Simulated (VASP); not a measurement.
# TiSi16 (a cell with a defect) in VASP: a series of runs, part 2 of 3

VASP 6.6.1. Earlier steps stand in the parts before.

## 3. Single point, PBE+D3(BJ)

The input, INCAR:

```
PREC = Accurate
ENCUT = 520
EDIFF = 1E-6
ISMEAR = -1
SIGMA = 0.02
LREAL = Auto
LASPH = T
NELM = 100
ALGO = Normal
ISIF = 2
LWAVE = F
LCHARG = F
GGA = PE
IVDW = 12
NBANDS = 52
```

The input, KPOINTS:

```
Automatic mesh
0
Gamma
  2 2 2
```

The input, POSCAR:

```
TiSi16
1.0
    0.0000000000      5.4300000000      5.4300000000
    5.4300000000      0.0000000000      5.4300000000
    5.4300000000      5.4300000000      0.0000000000
Si Ti
16 1
Direct
   -0.0070388072      0.0001114874     -0.0002603209
    0.1252177975      0.1250006011      0.1249196111
   -0.0078695456     -0.0003900331      0.5077929590
    0.1137880180      0.1322815535      0.6266747360
   -0.0077253626      0.5077772049     -0.0006365490
    0.1138097849      0.6270029824      0.1318322961
   -0.0088171165      0.5027115226      0.5022728516
    0.1136202595      0.6265848988      0.6263610756
    0.4875971232      0.0046062398      0.0048710180
    0.6110896910      0.1245038018      0.1240280659
    0.4871389321     -0.0008148866      0.5070540956
    0.6105382116      0.1231669414      0.6418522653
    0.4871525228      0.5073227868     -0.0013375354
    0.6106252054      0.6416832633      0.1229668619
    0.4870014819      0.5062074739      0.5061716645
    0.6206573379      0.6261762832      0.6256785626
    0.7387009161      0.2539610287      0.2539383921
```

Potentials or basis: VASP PAW PBE potentials, release 64 (Si, Ti_sv).

Command:

```console
$ cat potpaw_PBE.64/Si/POTCAR potpaw_PBE.64/Ti_sv/POTCAR > POTCAR
$ mpirun -np 1 vasp_std > vasp.out
```

OUTCAR:

```text
PREC = Accurate
   ENCUT = 520
   EDIFF = 1E-6
   ISMEAR = -1
   LREAL = Auto
   LASPH = T
   NELM = 100
   ISIF = 2
   GGA = PE
   IVDW = 12
 IVDW          = 12

 ion  position               nearest neighbor table
   1  0.993  0.000  1.000-   4 2.34   6 2.34  10 2.39   2 2.40  17 2.76
   2  0.125  0.125  0.125-   9 2.27   1 2.40   5 2.40   3 2.40  17 2.42
   3  0.992  1.000  0.508-   8 2.34   4 2.34  12 2.39   2 2.40  17 2.75
   4  0.114  0.132  0.627-   7 2.32   1 2.34   3 2.34  11 2.34
   5  0.992  0.508  0.999-   8 2.34   6 2.34  14 2.39   2 2.40  17 2.76
   6  0.114  0.627  0.132-   7 2.32   1 2.34   5 2.34  13 2.34
   7  0.991  0.503  0.502-   8 2.32   4 2.32   6 2.32  16 2.32
   8  0.114  0.627  0.626-   7 2.32   5 2.34   3 2.34  15 2.34
   9  0.488  0.005  0.005-   2 2.27  10 2.27  14 2.28  12 2.28
  10  0.611  0.125  0.124-   9 2.27   1 2.39  13 2.40  11 2.40  17 2.43
  11  0.487  0.999  0.507-  16 2.34   4 2.34  12 2.40  10 2.40  17 2.75
  12  0.611  0.123  0.642-   9 2.28   3 2.39  11 2.40  15 2.40  17 2.43
  13  0.487  0.507  0.999-  16 2.34   6 2.34  14 2.40  10 2.40  17 2.75
  14  0.611  0.642  0.123-   9 2.28   5 2.39  13 2.40  15 2.40  17 2.43
  15  0.487  0.506  0.506-  16 2.34   8 2.34  12 2.40  14 2.40  17 2.74
  16  0.621  0.626  0.626-   7 2.32  13 2.34  11 2.34  15 2.34
  17  0.739  0.254  0.254-   2 2.42  10 2.43  14 2.43  12 2.43  15 2.74  11 2.75  13 2.75   3 2.75
                             5 2.76   1 2.76

  LATTYP: Found a face centered cubic cell.
 ALAT       =    10.8600000000

  Lattice vectors:

 A1 = (   0.0000000000,   5.4300000000,   5.4300000000)
 A2 = (   5.4300000000,   0.0000000000,   5.4300000000)
 A3 = (   5.4300000000,   5.4300000000,   0.0000000000)

Analysis of symmetry for initial positions (statically):
=====================================================================
 Subroutine PRICEL returns:
 Original cell was already a primitive cell.

 Routine SETGRP: Setting up the symmetry group for a
 face centered cubic supercell.

 Subroutine GETGRP returns: Found  1 space group operations
 (whereof  1 operations were pure point group operations)
 out of a pool of 48 trial point group operations.

The static configuration has the point symmetry C_1 .

Analysis of symmetry for dynamics (positions and initial velocities):
[... 153 lines left out ...]
   LEPSILON=     F    determine dielectric tensor
   LRPA    =     F    only Hartree local field effects (RPA)
 non-spin polarized calculation
  energy-cutoff  :      520.00
  volume of cell :      320.21
 maximum number of plane-waves:      8646
 NGX is ok and might be reduce to    60
   NGX = 29   NGY = 29   NGZ = 29

 number of electron      76.0000003 magnetization

 Free energy of the ion-electron system (eV)
  ---------------------------------------------------
  ext. energy  EPLUGINS =         0.00000000
  ---------------------------------------------------
  free energy    TOTEN  =       -92.21408496 eV

  energy without entropy =      -92.18961387  energy(sigma->0) =      -92.20184941

 E-fermi :   6.9309     XC(G=0):  -9.7515

 val. band max:        6.8946278942   @ k =   0.0000   0.5000   0.5000
 cond. band min:       6.9481924911   @ k =   0.5000   0.0000   0.0000
 fundamental gap:      0.0535645969
 Fermi energy:         6.9308843027

 k-point     1 :       0.0000    0.0000    0.0000
  band No.  band energies     occupation
      1     -49.8778      2.00000
      2     -26.2560      2.00000
      3     -26.2526      2.00000
      4     -26.2424      2.00000
      5      -5.7203      2.00000
      6      -3.5146      2.00000
[... 413 lines left out ...]
     49       9.8745      0.00000
     50      10.5373      0.00000
 [bands above 50 left out]

------------------------ aborting loop because EDIFF is reached ----------------------------------------

 Edisp (eV)   -5.83780

 E8    (eV) :    -2.4422

  FORCE on cell =-STRESS in cart. coord.  units (eV):
  Direction    XX          YY          ZZ          XY          YZ          ZX
  --------------------------------------------------------------------------------------
  -------------------------------------------------------------------------------------
  Total       1.93828     1.87568     1.89514     0.01958    -0.04981     0.00904
  in kB       9.69837     9.38510     9.48251     0.09796    -0.24922     0.04522
  external pressure =        9.52 kB  Pullay stress =        0.00 kB

 VOLUME and BASIS-vectors are now :
 -----------------------------------------------------------------------------
  energy-cutoff  :      520.00
  volume of cell :      320.21
      direct lattice vectors                 reciprocal lattice vectors
     0.000000000  5.430000000  5.430000000    -0.092081031  0.092081031  0.092081031
     5.430000000  0.000000000  5.430000000     0.092081031 -0.092081031  0.092081031
     5.430000000  5.430000000  0.000000000     0.092081031  0.092081031 -0.092081031

 POSITION                                       TOTAL-FORCE (eV/Angst)
 -----------------------------------------------------------------------------------
      5.42919     10.82037      5.39238         0.002550     -0.000014     -0.000856
      1.35707      1.35825      1.35869        -0.011526      0.011857      0.012238
      8.18520      8.14458     10.81515        -0.000898     -0.006078      0.003795
      4.12113      4.02071      1.33616        -0.010387      0.009460     -0.007346
      8.18377     10.81459      8.14528         0.000471      0.003907     -0.004165
      4.12048      1.33384      4.02261        -0.009995     -0.006399      0.009505
[... 9 lines left out ...]
      6.79757      6.76760      6.77031         0.014845     -0.000451     -0.003639
      2.75789      5.39003      5.39015         0.006074     -0.007657     -0.009029
 -----------------------------------------------------------------------------------
    total drift:                                0.006408     -0.013950     -0.013119

  FREE ENERGIE OF THE ION-ELECTRON SYSTEM (eV)
  ---------------------------------------------------
  free  energy   TOTEN  =       -98.0518864807 eV

  energy  without entropy=      -98.0274153944  energy(sigma->0) =      -98.03965094
```

stdout:

```text
POSCAR found type information on POSCAR SiTi
 POSCAR found :  2 types and      17 ions
 scaLAPACK will be used
 LDA part: xc-table for (Slater+PW92), standard interpolation
 POSCAR, INCAR and KPOINTS ok, starting setup
 FFT: planning ... GRIDC
 FFT: planning ... GRID_SOFT
 FFT: planning ... GRID
 WAVECAR not read
 entering main loop
```

It took 4.4 min on 1 thread of AMD EPYC 9R45 (Zen 5), shared host; peak memory 0.46 GiB.

What came out:

```yaml
Free_energy: -98.0519 eV
Pressure: 1.0 GPa
Largest_force: 0.021 eV/Å
Band_gap_on_the_k_mesh: zero (band 38 reaches 6.96 eV, above the bottom of band 39 at 6.54 eV)
Dispersion_energy_per_atom: -0.343 eV
```

Forces on the atoms (eV/Å):
```
Si   0.003  0.000 -0.001
Si  -0.012  0.012  0.012
Si  -0.001 -0.006  0.004
Si  -0.010  0.009 -0.007
Si   0.000  0.004 -0.004
Si  -0.010 -0.006  0.010
Si  -0.003 -0.007 -0.005
Si   0.008  0.009  0.009
Si   0.005  0.000  0.000
Si  -0.001 -0.008 -0.008
Si   0.004 -0.002  0.014
Si   0.006 -0.001 -0.006
Si   0.004  0.013 -0.001
Si   0.006 -0.006  0.000
Si  -0.020 -0.003 -0.003
Si   0.015  0.000 -0.004
Ti   0.006 -0.008 -0.009
```

Levels at points of the mesh, in eV from the Fermi level:
```tsv
k point	band 34	band 35	band 36	band 37	band 38	band 39	band 40	band 41
(0.00, 0.00, 0.00)	-0.99	-0.99	-0.99	-0.42	-0.40	-0.39	-0.10	-0.09
(0.50, 0.00, 0.00)	-1.97	-1.37	-1.37	-0.29	0.02	0.04	0.45	0.45
(0.00, 0.50, 0.00)	-1.97	-1.37	-1.37	-0.28	0.03	0.04	0.44	0.44
(0.00, 0.00, 0.50)	-1.97	-1.37	-1.37	-0.27	0.03	0.04	0.44	0.44
(0.50, 0.50, 0.50)	-1.97	-1.37	-1.37	-0.28	0.02	0.04	0.44	0.45
(0.50, 0.50, 0.00)	-2.01	-2.01	-1.88	-0.70	-0.04	0.57	0.57	1.10
(0.00, 0.50, 0.50)	-2.01	-2.01	-1.88	-0.71	-0.04	0.56	0.58	1.10
(0.50, 0.00, 0.50)	-2.01	-2.01	-1.88	-0.70	-0.04	0.57	0.57	1.10
```

Caveat: the k points lie up to 0.50 Å⁻¹ apart.

(Continued in part 3 of 3.)
